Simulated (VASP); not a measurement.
Here is a VASP 6.6.1 calculation.

INCAR

```
SYSTEM = BN
  ALGO = Normal
  EDIFF = 1E-7
  ENCUT = 520
  GGA = PE
  ISIF = 2
  ISMEAR = 0
  LASPH = .True.
  LCHARG = .True.
  LELF = .True.
  LREAL = .False.
  LVHAR = .True.
  LWAVE = .False.
  NBANDS = 16
  NELM = 60
  PREC = Accurate
  SIGMA = 0.02
```

Contents of KPOINTS:

```
k-points
0
Gamma
  12 12 4
  0 0 0
```

File POSCAR:

```
BN
1.0
    2.4619375357      0.0000000000      0.0000000000
   -1.2309687679      2.1864907660      0.0000000000
    0.0000000000      0.0000000000      8.3848743442
B N
2 2
Direct
    0.3333333333      0.6666666667      0.2500000000
    0.6666666667      0.3333333333      0.7500000000
    0.3333333333      0.6666666667      0.7500000000
    0.6666666667      0.3333333333      0.2500000000
```

Potentials or basis: VASP PAW PBE potentials, release 64 (B, N).

Command:

```sh
$ cat potpaw_PBE.64/B/POTCAR potpaw_PBE.64/N/POTCAR > POTCAR
$ mpirun -np 1 vasp_std > vasp.out
```

**Question.** Predict the band gap on the k mesh.

**Answer.** 4.36 eV (least direct gap 4.72 eV).

**Question.** Predict the largest force.

**Answer.** 0.323 eV/Å.

**Question.** Predict the pressure.

**Answer.** 4.6 GPa.

Stress tensor (GPa, compression positive):
```
14.59  0.00  0.00
 0.00 -0.74  0.00
 0.00  0.00 -0.09
```

Caveat: the cell differs from its parent crystal (uniaxial strain along a: -2.0 %); the stress differs along the axes, from -1 to 15 GPa; this functional lacks dispersion, which binds layers or chains, so the pressure and a relaxed spacing across them are unreliable. A k mesh can miss the band edges.
